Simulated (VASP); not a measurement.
Runs of VASP 6.6.1 on Rh. The structure is that of space group Fm-3m (No. 225), or close to it. The cells are those of the table. 

```csv
cell,gap on the mesh (eV),pressure (GPa)
"a = 2.589, b = 2.589, c = 2.555 Å, angles 60.4, 60.4, 59.1°, 1 atom",none,42.9
"a = 2.657, b = 2.657, c = 2.555 Å, angles 61.3, 61.3, 57.5°, 1 atom",none,21.6
"a = 2.622 Å, angles 60.0°, 1 atom",none,(a)
"a = 2.756 Å, angles 60.0°, 1 atom",none,(b)
"a = 2.656, b = 2.656, c = 2.689 Å, angles 59.6, 59.6, 60.8°, 1 atom",none,2.3
```

Alike in all rows: task single point; level PBEsol; potentials or basis VASP PAW PBE potentials, release 64 (Rh_pv); no spin polarisation; k mesh 22 × 22 × 22; cutoff (eV) 520; smearing gaussian 0.15 eV.

Task: Fill in the values left out.

Result: (a) 19.7; (b) -21.5.

Caveats: the PAW data sets were made with another functional, which shifts forces and pressure a little.

A k mesh can miss the band edges, and the runs leave out spin-orbit coupling on Rh.

A gap of «none» marks levels without a gap at the run's occupations.
